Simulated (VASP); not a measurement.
# AlRu (Pm-3m) in VASP: further runs

AlRu is run at these levels: PBE; tasks: single point.

All numbers are computed with VASP 6.6.1; they aren't measurements. Logs are shortened: lines on timing, memory, paths and dates and some standing lists are left out, and cuts for length are marked.

## Step 1: The cell of the first run

It takes space group Pm-3m (No. 221, cubic). Conventional cell: a = 2.959 Å, b = 2.959 Å, c = 2.959 Å, α = 90.00°, β = 90.00°, γ = 90.00°. Within 3.4 Å of Al (site symmetry m-3m) lie 8 Ru at 2.56 Å and 6 Al at 2.96 Å. Ru (site symmetry m-3m) has 8 Al at 2.56 Å and 6 Ru at 2.96 Å within 3.4 Å.

## Step 2: Single point, PBE (equal strain along all axes, cell held: -1.5 %)

INCAR reads:

```
SYSTEM = AlRu
PREC = Accurate
ENCUT = 520
EDIFF = 1E-6
ISMEAR = 0
SIGMA = 0.1
LREAL = .False.
LASPH = .True.
NELM = 100
ALGO = Fast
ISIF = 2
LWAVE = .False.
LCHARG = .True.
GGA = PE
LELF = .True.
LVHAR = .True.
NBANDS = 16
```

KPOINTS reads:

```
Automatic mesh
0
Gamma
  14 14 14
  0 0 0
```

POSCAR reads:

```
AlRu
1.0
    2.9591142016      0.0000000000      0.0000000000
    0.0000000000      2.9591142016      0.0000000000
    0.0000000000      0.0000000000      2.9591142016
Al Ru
1 1
Direct
    0.0000000000      0.0000000000      0.0000000000
    0.5000000000      0.5000000000      0.5000000000
```

Potentials or basis: VASP PAW PBE potentials, release 64 (Al, Ru_pv).

Started as:

```console
$ cat potpaw_PBE.64/Al/POTCAR potpaw_PBE.64/Ru_pv/POTCAR > POTCAR
$ mpirun -np 1 vasp_std > vasp.out
```

OUTCAR:

```text
SYSTEM = AlRu
   PREC = Accurate
   ENCUT = 520
   EDIFF = 1E-6
   ISMEAR = 0
   LREAL = .False.
   LASPH = .True.
   NELM = 100
   ISIF = 2
   GGA = PE

 ion  position               nearest neighbor table
   1  0.000  0.000  0.000-   2 2.56   2 2.56   2 2.56   2 2.56   2 2.56   2 2.56   2 2.56   2 2.56

   2  0.500  0.500  0.500-   1 2.56   1 2.56   1 2.56   1 2.56   1 2.56   1 2.56   1 2.56   1 2.56

  LATTYP: Found a simple cubic cell.
 ALAT       =     2.9591142016

  Lattice vectors:

 A1 = (   2.9591142016,   0.0000000000,   0.0000000000)
 A2 = (   0.0000000000,   2.9591142016,   0.0000000000)
 A3 = (   0.0000000000,   0.0000000000,   2.9591142016)

Analysis of symmetry for initial positions (statically):
=====================================================================
 Subroutine PRICEL returns:
 Original cell was already a primitive cell.

 Routine SETGRP: Setting up the symmetry group for a
 simple cubic supercell.

 Subroutine GETGRP returns: Found 48 space group operations
 (whereof 48 operations were pure point group operations)
 out of a pool of 48 trial point group operations.

The static configuration has the point symmetry O_h .

Analysis of symmetry for dynamics (positions and initial velocities):
=====================================================================
 Subroutine PRICEL returns:
 Original cell was already a primitive cell.

 Routine SETGRP: Setting up the symmetry group for a
 simple cubic supercell.

 Subroutine GETGRP returns: Found 48 space group operations
 (whereof 48 operations were pure point group operations)
 out of a pool of 48 trial point group operations.

The dynamic configuration has the point symmetry O_h .

 Subroutine INISYM returns: Found 48 space group operations
 (whereof 48 operations are pure point group operations),
 and found     1 'primitive' translations

----------------------------------------------------------------------------------------

                                     Primitive cell

  volume of cell :      25.9111

  direct lattice vectors                    reciprocal lattice vectors
     2.959114202  0.000000000  0.000000000     0.337938968  0.000000000  0.000000000
     0.000000000  2.959114202  0.000000000     0.000000000  0.337938968  0.000000000
     0.000000000  0.000000000  2.959114202     0.000000000  0.000000000  0.337938968

  length of vectors
     2.959114202  2.959114202  2.959114202     0.337938968  0.337938968  0.337938968

  position of ions in fractional coordinates (direct lattice)
     0.000000000  0.000000000  0.000000000
     0.500000000  0.500000000  0.500000000

  ion indices of the primitive-cell ions
   primitive index   ion index
                 1           1
                 2           2

----------------------------------------------------------------------------------------

 KPOINTS: Automatic mesh

Automatic generation of k-mesh.
 Grid dimensions read from file:
 generate k-points for:   14   14   14

 Generating k-lattice:

  Cartesian coordinates                     Fractional coordinates (reciprocal lattice)
     0.024138498  0.000000000  0.000000000     0.071428571  0.000000000  0.000000000
     0.000000000  0.024138498  0.000000000     0.000000000  0.071428571  0.000000000
     0.000000000  0.000000000  0.024138498     0.000000000  0.000000000  0.071428571

  Length of vectors
     0.024138498  0.024138498  0.024138498

  Shift w.r.t. Gamma in fractional coordinates (k-lattice)
     0.000000000  0.000000000  0.000000000

 Subroutine IBZKPT returns following result:
 ===========================================

 Found    120 irreducible k-points:

 Following reciprocal coordinates:
            Coordinates               Weight
  0.000000  0.000000  0.000000      1.000000
  0.071429  0.000000  0.000000      6.000000
  0.142857  0.000000  0.000000      6.000000
  0.214286  0.000000  0.000000      6.000000
  0.285714  0.000000  0.000000      6.000000
  0.357143  0.000000  0.000000      6.000000
[... 16 lines left out ...]
  0.285714  0.214286  0.000000     24.000000
  0.357143  0.214286  0.000000     24.000000
 [... further k-points ...]
   k-points           NKPTS =    120   k-points in BZ     NKDIM =    120   number of bands    NBANDS=     16
   number of dos      NEDOS =    301   number of ions     NIONS =      2
   total plane-waves  NPLWV =  13824
   dimension x,y,z NGX =    24 NGY =   24 NGZ =   24
   dimension x,y,z NGXF=    48 NGYF=   48 NGZF=   48
   ions per type =               1   1
   NGX,Y,Z   is equivalent  to a cutoff of  13.48, 13.48, 13.48 a.u.
   NGXF,Y,Z  is equivalent  to a cutoff of  26.97, 26.97, 26.97 a.u.
 SYSTEM =  AlRu
   PREC   = accura    normal or accurate (medium, high low for compatibility)
   ISTART =      0    job   : 0-new  1-cont  2-samecut
   ICHARG =      2    charge: 1-file 2-atom 10-const
   ISPIN  =      1    spin polarized calculation?
   LNONCOLLINEAR =      F non collinear calculations
   LSORBIT =      F    spin-orbit coupling
   LASPH  =      T    aspherical Exc in radial PAW
   ENCUT  =  520.0 eV  38.22 Ry    6.18 a.u.   5.50  5.50  5.50*2*pi/ulx,y,z
   NELM   =    100;   NELMIN=  2; NELMDL= -5     # of ELM steps
   EDIFF  = 0.1E-05   stopping-criterion for ELM
   LREAL  =      F    real-space projection
   EDIFFG = 0.1E-04   stopping-criterion for IOM
   NSW    =      0    number of steps for IOM
   IBRION =     -1    ionic relax: 0-MD 1-quasi-New 2-CG
   NFREE  =      0    steps in history (QN), initial steepest desc. (CG)
   ISIF   =      2    stress and relaxation
   ISYM   =      2    0-nonsym 1-usesym 2-fastsym
   POTIM  = 0.5000    time-step for ionic-motion
   TEBEG  =    0.0;   TEEND  =   0.0 temperature during run
   PSTRESS=    0.0 pullay stress
   NELECT =      17.0000    total number of electrons
   NUPDOWN=      -1.0000    fix difference up-down
   EMIN   =  10.00;   EMAX   =-10.00  energy-range for DOS
   EFERMI =   0.00;   METHOD = LEGACY
   ISMEAR =     0;   SIGMA  =   0.10  broadening in eV -4-tet -1-fermi 0-gaus
   EFERMI_NEDOS =   21; number of points for ismear=-14 and -15
   IALGO  =     68    algorithm
   IMIX   =      4    mixing-type and parameters
     AMIX     =   0.40;   BMIX     =  1.00
     AMIX_MAG =   1.60;   BMIX_MAG =  1.00
  volume/ion in A,a.u.               =      12.96        87.43
  Fermi-wavevector in a.u.,A,eV,Ry     =   1.422534  2.688200 27.532801  2.023604
  Thomas-Fermi vector in A             =   2.543228
   LORBIT       =      0    0 simple, 1 ext, 2 COOP (PROOUT), +10 PAW based schemes
   GGA     = PE    functional components
   LHFCALC =     F    Hartree Fock is set to
   AEXX    =    0.0000 exact exchange contribution
   IVDW    =     0    specifies the selected vdW correction
   LEPSILON=     F    determine dielectric tensor
   LRPA    =     F    only Hartree local field effects (RPA)
 non-spin polarized calculation
 RMM-DIIS sequential band-by-band and
 Gauss-broadening in eV      SIGMA  =   0.10
  energy-cutoff  :      520.00
  volume of cell :       25.91
 maximum number of plane-waves:       739
 NGX is ok and might be reduce to    24
   NGX = 11   NGY = 11   NGZ = 11

 number of electron      16.9999997 magnetization

 Free energy of the ion-electron system (eV)
  ---------------------------------------------------
  ext. energy  EPLUGINS =         0.00000000
  ---------------------------------------------------
  free energy    TOTEN  =       -14.22142728 eV

  energy without entropy =      -14.21218399  energy(sigma->0) =      -14.21680563

 E-fermi :  11.1842     XC(G=0): -12.7350

 val. band max:       11.1798293300   @ k =   0.5000   0.2857   0.1429
 cond. band min:      11.1866291808   @ k =   0.1429   0.0714   0.0714
 fundamental gap:      0.0067998508
 Fermi energy:        11.1841697129

 k-point     1 :       0.0000    0.0000    0.0000
  band No.  band energies     occupation
      1     -30.5873      2.00000
      2     -30.5873      2.00000
      3     -30.5873      2.00000
      4       1.3184      2.00000
      5       7.4406      2.00000
      6       7.4406      2.00000
[... 8 lines left out ...]
     15      23.3084      0.00000
     16      26.9293      0.00000

 k-point     2 :       0.0714    0.0000    0.0000
  band No.  band energies     occupation
      1     -30.5992      2.00000
      2     -30.5863      2.00000
      3     -30.5863      2.00000
      4       1.4195      2.00000
      5       7.4768      2.00000
      6       7.4785      2.00000
[... 8 lines left out ...]
     15      23.3087      0.00000
     16      27.2359      0.00000

 k-point     3 :       0.1429    0.0000    0.0000
  band No.  band energies     occupation
      1     -30.6324      2.00000
      2     -30.5835      2.00000
      3     -30.5835      2.00000
      4       1.7177      2.00000
      5       7.5639      2.00000
      6       7.5805      2.00000
[... 8 lines left out ...]
     15      23.4851      0.00000
     16      28.1964      0.00000

 k-point     4 :       0.2143    0.0000    0.0000
  band No.  band energies     occupation
      1     -30.6801      2.00000
      2     -30.5794      2.00000
      3     -30.5794      2.00000
      4       2.1987      2.00000
      5       7.6079      2.00000
      6       7.7375      2.00000
[... 8 lines left out ...]
     15      24.0680      0.00000
     16      28.6546      0.00000
[... 324 lines left out ...]
 k-point    22 :       0.2143    0.2143    0.0000
  band No.  band energies     occupation
      1     -30.6735      2.00000
      2     -30.6679      2.00000
      3     -30.5715      2.00000
      4       3.0019      2.00000
      5       7.7425      2.00000
      6       8.1203      2.00000
[... 8 lines left out ...]
     15      26.0033      0.00000
     16      26.3630      0.00000

 k-point    23 :       0.2857    0.2143    0.0000
  band No.  band energies     occupation
      1     -30.7226      2.00000
      2     -30.6651      2.00000
      3     -30.5670      2.00000
      4       3.5704      2.00000
      5       7.5617      2.00000
      6       8.3305      2.00000
[... 8 lines left out ...]
     15      25.2294      0.00000
     16      26.7916      0.00000

 k-point    24 :       0.3571    0.2143    0.0000
  band No.  band energies     occupation
      1     -30.7688      2.00000
      2     -30.6603      2.00000
      3     -30.5629      2.00000
      4       4.2323      2.00000
      5       7.1270      2.00000
      6       8.5278      2.00000
[... 8 lines left out ...]
     15      24.0738      0.00000
     16      25.8249      0.00000

 [... further k-points ...]

------------------------ aborting loop because EDIFF is reached ----------------------------------------

  FORCE on cell =-STRESS in cart. coord.  units (eV):
  Direction    XX          YY          ZZ          XY          YZ          ZX
  --------------------------------------------------------------------------------------
  -------------------------------------------------------------------------------------
  Total        1.6311971      1.6311971      1.6311971     -0.0000000      0.0000000     -0.0000000
  in kB      100.8629935    100.8629935    100.8629935     -0.0000000      0.0000000     -0.0000000
  external PRESSURE =     100.8629935 kB  Pullay stress =       0.0000000 kB

 VOLUME and BASIS-vectors are now :
 -----------------------------------------------------------------------------
  energy-cutoff  :      520.00
  volume of cell :       25.91
      direct lattice vectors                 reciprocal lattice vectors
     2.959114202  0.000000000  0.000000000     0.337938968  0.000000000  0.000000000
     0.000000000  2.959114202  0.000000000     0.000000000  0.337938968  0.000000000
     0.000000000  0.000000000  2.959114202     0.000000000  0.000000000  0.337938968

 POSITION                                       TOTAL-FORCE (eV/Angst)
 -----------------------------------------------------------------------------------
      0.00000      0.00000      0.00000         0.000000      0.000000      0.000000
      1.47956      1.47956      1.47956         0.000000      0.000000      0.000000
 -----------------------------------------------------------------------------------
    total drift:                                0.000000     -0.000000     -0.000000

  FREE ENERGIE OF THE ION-ELECTRON SYSTEM (eV)
  ---------------------------------------------------
  free  energy   TOTEN  =       -14.2214272783 eV

  energy  without entropy=      -14.2121839860  energy(sigma->0) =      -14.21680563
```

Wall time 36 s (1 thread of Intel Xeon 8259CL, shared host); peak memory 0.17 GiB.

Results:

| Item | Value |
| --- | --- |
| Free energy | -14.2214 eV |
| Pressure | 10.1 GPa |
| Band gap on the k mesh | zero (an odd number of electrons rules out a gap without spin polarisation) |

Levels at points of the mesh, in eV from the Fermi level:
```csv
k point,band 5,band 6,band 7,band 8,band 9,band 10,band 11,band 12,band 13,band 14
"(0.00, 0.00, 0.00)",-3.74,-3.74,0.19,0.19,0.19,6.24,6.24,6.24,11.18,11.18
"(0.50, 0.00, 0.00)",-5.54,-2.90,-1.67,-1.67,0.46,2.42,7.43,11.21,11.21,13.16
"(0.50, 0.50, 0.00)",-3.19,-1.39,-1.39,-1.23,-1.23,1.62,5.54,6.58,10.86,12.13
"(0.50, 0.50, 0.50)",-4.82,-4.82,1.72,1.72,2.78,4.22,4.22,4.22,8.85,8.85
```

Caveat: the cell differs from its parent crystal (equal strain along all axes, cell held: -1.5 %); the cell stands under pressure.

## Step 3: Single point, PBE

This run uses another cell than the first one, of 13.56 Å³/atom.

INCAR reads:

```
PREC = Accurate
ENCUT = 520
EDIFF = 1E-7
ISMEAR = 0
SIGMA = 0.1
LREAL = F
LASPH = T
NELM = 60
ALGO = Normal
ISIF = 2
LWAVE = F
LCHARG = F
GGA = PE
NBANDS = 16
```

KPOINTS reads:

```
regular mesh
0
Gamma
  14 14 14
```

POSCAR reads:

```
AlRu
1.0
    3.0041768544      0.0000000000      0.0000000000
    0.0000000000      3.0041768544      0.0000000000
    0.0000000000      0.0000000000      3.0041768544
Al Ru
1 1
Direct
    0.0000000000      0.0000000000      0.0000000000
    0.5000000000      0.5000000000      0.5000000000
```

Potentials or basis: VASP PAW PBE potentials, release 64 (Al, Ru_pv).

Started as:

```console
$ cat potpaw_PBE.64/Al/POTCAR potpaw_PBE.64/Ru_pv/POTCAR > POTCAR
$ mpirun -np 1 vasp_std > vasp.out
```

Wall time 42 s (1 thread of Intel Xeon 8259CL, shared host); peak memory 0.17 GiB.

Results (log left out):

```
Free energy            : -14.2582 eV
Pressure               : -0.1 GPa
Band gap on the k mesh : zero (an odd number of electrons rules out a gap without spin polarisation)
```

Levels at points of the mesh, in eV from the Fermi level:
| k point | band 7 | band 8 | band 9 | band 10 | band 11 | band 12 |
| --- | --- | --- | --- | --- | --- | --- |
| (0.00, 0.00, 0.00) | 0.18 | 0.18 | 0.18 | 6.02 | 6.02 | 6.02 |
| (0.50, 0.00, 0.00) | -1.57 | -1.57 | 0.42 | 2.25 | 7.46 | 10.97 |
| (0.50, 0.50, 0.00) | -1.36 | -1.14 | -1.14 | 1.51 | 5.23 | 6.11 |
| (0.50, 0.50, 0.50) | 1.60 | 1.60 | 2.50 | 4.11 | 4.11 | 4.11 |
